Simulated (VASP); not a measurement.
# FH in VASP: further runs, part 2 of 2

VASP 6.6.1. The steps go on from the part before.

## (3) Relaxation of the atoms, PBE+D3(BJ)

Input file INCAR:

```
PREC     = Accurate       # precision mode
ENCUT    = 520            # plane-wave cutoff, eV
EDIFF    = 1E-6           # SCF threshold, eV
ISMEAR   = 0              # smearing method
SIGMA    = 0.005          # smearing width, eV
LREAL    = F              # projectors in reciprocal space
LASPH    = T              # aspherical terms in the spheres
NELM     = 80             # most SCF steps
ALGO     = Normal         # electronic algorithm
ISIF     = 2              # what is computed and relaxed
LWAVE    = F              # write WAVECAR
LCHARG   = F              # write CHGCAR
GGA      = PE             # functional
IVDW     = 12             # dispersion correction
IBRION   = 2              # ionic algorithm
NSW      = 100            # ionic steps
EDIFFG   = -0.01          # ionic threshold
ISYM     = 0
```

Input file KPOINTS:

```
regular mesh
0
Gamma
  1 1 1
```

Input file POSCAR:

```
HF
1.0
   15.0000000000      0.0000000000      0.0000000000
    0.0000000000     15.5000000000      0.0000000000
    0.0000000000      0.0000000000     16.0000000000
F H
1 1
Direct
    0.4767982093      0.4990469909      0.4839208543
    0.5232017907      0.5009530091      0.5160791457
```

Potentials or basis: VASP PAW PBE potentials, release 64 (F, H).

Started as:

```sh
> cat potpaw_PBE.64/F/POTCAR potpaw_PBE.64/H/POTCAR > POTCAR
> mpirun -np 1 vasp_gam > vasp.out
```

OUTCAR:

```text
PREC = Accurate
   ENCUT = 520
   EDIFF = 1E-6
   ISMEAR = 0
   LREAL = F
   LASPH = T
   NELM = 80
   ISIF = 2
   GGA = PE
   IVDW = 12
   IBRION = 2
   NSW = 100
   EDIFFG = -0.01
   ISYM = 0
 IVDW          = 12

 ion  position               nearest neighbor table
   1  0.477  0.499  0.484-   2 0.87
   2  0.523  0.501  0.516-   1 0.87

IMPORTANT INFORMATION: All symmetrisations will be switched off!
NOSYMM: (Re-)initialisation of all symmetry stuff for point group C_1.

----------------------------------------------------------------------------------------

                                     Primitive cell

  volume of cell :    3720.0000

  direct lattice vectors                    reciprocal lattice vectors
    15.000000000  0.000000000  0.000000000     0.066666667  0.000000000  0.000000000
     0.000000000 15.500000000  0.000000000     0.000000000  0.064516129  0.000000000
     0.000000000  0.000000000 16.000000000     0.000000000  0.000000000  0.062500000

  length of vectors
    15.000000000 15.500000000 16.000000000     0.066666667  0.064516129  0.062500000

  position of ions in fractional coordinates (direct lattice)
     0.476798209  0.499046991  0.483920854
     0.523201791  0.500953009  0.516079146

  ion indices of the primitive-cell ions
   primitive index   ion index
                 1           1
                 2           2

----------------------------------------------------------------------------------------

 KPOINTS: regular mesh

Automatic generation of k-mesh.
 Grid dimensions read from file:
 generate k-points for:    1    1    1

 Generating k-lattice:

  Cartesian coordinates                     Fractional coordinates (reciprocal lattice)
     0.066666667  0.000000000  0.000000000     1.000000000  0.000000000  0.000000000
     0.000000000  0.064516129  0.000000000     0.000000000  1.000000000  0.000000000
     0.000000000  0.000000000  0.062500000     0.000000000  0.000000000  1.000000000

  Length of vectors
     0.066666667  0.064516129  0.062500000

  Shift w.r.t. Gamma in fractional coordinates (k-lattice)
     0.000000000  0.000000000  0.000000000

 Subroutine IBZKPT returns following result:
 ===========================================

 Found      1 irreducible k-points:

 Following reciprocal coordinates:
            Coordinates               Weight
  0.000000  0.000000  0.000000      1.000000
   k-points           NKPTS =      1   k-points in BZ     NKDIM =      1   number of bands    NBANDS=      8
   number of dos      NEDOS =    301   number of ions     NIONS =      2
   total plane-waves  NPLWV = ******
   dimension x,y,z NGX =   112 NGY =  120 NGZ =  120
   dimension x,y,z NGXF=   224 NGYF=  240 NGZF=  240
   ions per type =               1   1
   NGX,Y,Z   is equivalent  to a cutoff of  12.41, 12.87, 12.47 a.u.
   NGXF,Y,Z  is equivalent  to a cutoff of  24.83, 25.74, 24.94 a.u.
 SYSTEM =  unknown system
   PREC   = accura    normal or accurate (medium, high low for compatibility)
   ISTART =      0    job   : 0-new  1-cont  2-samecut
   ICHARG =      2    charge: 1-file 2-atom 10-const
   ISPIN  =      1    spin polarized calculation?
   LNONCOLLINEAR =      F non collinear calculations
   LSORBIT =      F    spin-orbit coupling
   LASPH  =      T    aspherical Exc in radial PAW
   ENCUT  =  520.0 eV  38.22 Ry    6.18 a.u.  27.89 28.82 29.75*2*pi/ulx,y,z
   NELM   =     80;   NELMIN=  2; NELMDL= -5     # of ELM steps
   EDIFF  = 0.1E-05   stopping-criterion for ELM
   LREAL  =      F    real-space projection
   EDIFFG = -.1E-01   stopping-criterion for IOM
   NSW    =    100    number of steps for IOM
   IBRION =      2    ionic relax: 0-MD 1-quasi-New 2-CG
   NFREE  =      1    steps in history (QN), initial steepest desc. (CG)
   ISIF   =      2    stress and relaxation
   ISYM   =      0    0-nonsym 1-usesym 2-fastsym
   POTIM  = 0.5000    time-step for ionic-motion
   TEBEG  =    0.0;   TEEND  =   0.0 temperature during run
   PSTRESS=    0.0 pullay stress
   NELECT =       8.0000    total number of electrons
   NUPDOWN=      -1.0000    fix difference up-down
   EMIN   =  10.00;   EMAX   =-10.00  energy-range for DOS
   EFERMI =   0.00;   METHOD = LEGACY
   ISMEAR =     0;   SIGMA  =   0.01  broadening in eV -4-tet -1-fermi 0-gaus
   EFERMI_NEDOS =   21; number of points for ismear=-14 and -15
   IALGO  =     38    algorithm
   IMIX   =      4    mixing-type and parameters
     AMIX     =   0.40;   BMIX     =  1.00
     AMIX_MAG =   1.60;   BMIX_MAG =  1.00
  volume/ion in A,a.u.               =    1860.00     12551.90
  Fermi-wavevector in a.u.,A,eV,Ry     =   0.211312  0.399321  0.607537  0.044653
  Thomas-Fermi vector in A             =   0.980203
   LORBIT       =      0    0 simple, 1 ext, 2 COOP (PROOUT), +10 PAW based schemes
   GGA     = PE    functional components
   LHFCALC =     F    Hartree Fock is set to
   AEXX    =    0.0000 exact exchange contribution
   IVDW    =    12    specifies the selected vdW correction
   LEPSILON=     F    determine dielectric tensor
   LRPA    =     F    only Hartree local field effects (RPA)
 conjugate gradient relaxation of ions
 non-spin polarized calculation
 Gauss-broadening in eV      SIGMA  =   0.01
  energy-cutoff  :      520.00
  volume of cell :     3720.00
 maximum number of plane-waves:     50071
 NGX is ok and might be reduce to   112
   NGX = 55   NGY = 57   NGZ = 59

--------------------------------------- Ionic step        1  -------------------------------------------

 number of electron       7.9999993 magnetization

 Free energy of the ion-electron system (eV)
  ---------------------------------------------------
  ext. energy  EPLUGINS =         0.00000000
  ---------------------------------------------------
  free energy    TOTEN  =        -7.71610736 eV

  energy without entropy =       -7.71610736  energy(sigma->0) =       -7.71610736

------------------------ aborting loop because EDIFF is reached ----------------------------------------

 Edisp (eV)   -0.00309

 E8    (eV) :    -0.0007

  FORCE on cell =-STRESS in cart. coord.  units (eV):
  Direction    XX          YY          ZZ          XY          YZ          ZX
  --------------------------------------------------------------------------------------
  -------------------------------------------------------------------------------------
  Total       2.97114    -0.06397     1.59173     0.12904     0.09564     2.24983
  in kB       1.27965    -0.02755     0.68555     0.05558     0.04119     0.96899
  external pressure =        0.65 kB  Pullay stress =        0.00 kB
[... 97 lines left out ...]
  FREE ENERGIE OF THE ION-ELECTRON SYSTEM (eV)
  ---------------------------------------------------
  free  energy   TOTEN  =        -7.3249892281 eV

  energy  without entropy=       -7.3249892281  energy(sigma->0) =       -7.32498923

[... ionic steps 4 to 15 ...]

--------------------------------------- Ionic step       16  -------------------------------------------

 number of electron       8.0000000 magnetization

------------------------ aborting loop because EDIFF is reached ----------------------------------------

 Edisp (eV)   -0.00309

 E8    (eV) :    -0.0007
[... 69 lines left out ...]
  energy  without entropy=       -7.8951368301  energy(sigma->0) =       -7.89513683

--------------------------------------- Ionic step       18  -------------------------------------------

 number of electron       8.0000000 magnetization

 Free energy of the ion-electron system (eV)
  ---------------------------------------------------
  ext. energy  EPLUGINS =         0.00000000
  ---------------------------------------------------
  free energy    TOTEN  =        -7.89205391 eV

  energy without entropy =       -7.89205391  energy(sigma->0) =       -7.89205391

 E-fermi :  -9.5247     XC(G=0):  -0.1341

 val. band max:       -9.5672606163   @ k =   0.0000   0.0000   0.0000
 cond. band min:      -1.0563391147   @ k =   0.0000   0.0000   0.0000
 fundamental gap:      8.5109215017
 Fermi energy:        -9.5246819832

 k-point     1 :       0.0000    0.0000    0.0000
  band No.  band energies     occupation
      1     -30.0014      2.00000
      2     -13.3176      2.00000
      3      -9.5673      2.00000
      4      -9.5673      2.00000
      5      -1.0563      0.00000
      6       0.0658      0.00000
      7       0.5091      0.00000
      8       0.5381      0.00000

------------------------ aborting loop because EDIFF is reached ----------------------------------------
[... 29 lines left out ...]
  FREE ENERGIE OF THE ION-ELECTRON SYSTEM (eV)
  ---------------------------------------------------
  free  energy   TOTEN  =        -7.8951392154 eV

  energy  without entropy=       -7.8951392154  energy(sigma->0) =       -7.89513922

 reached required accuracy - stopping structural energy minimisation
```

It took 23 min on 1 thread of Intel Xeon Platinum 8488C (Sapphire Rapids), shared host; peak memory 2.1 GiB.

Results:

| Item | Value |
| --- | --- |
| Free energy | -7.8951 eV |
| Energy gained by relaxing | 88.0 meV/atom |
| Ionic steps | 18 |
| Largest force after relaxing | 0.009 eV/Å |
| Gap between the frontier levels | 8.51 eV |
| Dispersion energy per atom | -0.002 eV |

Forces in eV/Å, atoms in the order of the input:
```
F    0.007  0.000  0.004
H   -0.007  0.000 -0.004
```

The path:
```
step  energy change (eV)  largest force (eV/Å)  pressure (GPa)
   1              0.0000                5.4278            0.06
   2              2.0642                6.0878           -0.12
   3              0.3942                5.2825           -0.09
   4             -0.1056                2.4551           -0.04
   5             -0.1649                1.1723            0.01
   6             -0.1754                0.2364           -0.01
   7             -0.1759                0.0178            0.00
   8             -0.1759                0.0622            0.00
   9             -0.1759                0.0601            0.00
  10             -0.1759                0.0504            0.00
  11             -0.1759                0.0502            0.00
  12             -0.1759                0.0497            0.00
  13             -0.1759                0.0488            0.00
  14             -0.1759                0.0469            0.00
  15             -0.1759                0.0432            0.00
  16             -0.1759                0.0359            0.00
  17             -0.1759                0.0212            0.00
  18             -0.1759                0.0085            0.00
```

Final structure:
```cif
data_structure
_symmetry_space_group_name_H-M 'P 1'
_symmetry_Int_Tables_number 1
_cell_length_a 15.0000
_cell_length_b 15.5000
_cell_length_c 16.0000
_cell_angle_alpha 90.000
_cell_angle_beta 90.000
_cell_angle_gamma 90.000
_cell_volume 3720.00
loop_
_atom_site_label
_atom_site_type_symbol
_atom_site_fract_x
_atom_site_fract_y
_atom_site_fract_z
_atom_site_occupancy
F1 F 0.47488 0.49897 0.48258 1
H1 H 0.52512 0.50103 0.51742 1
```
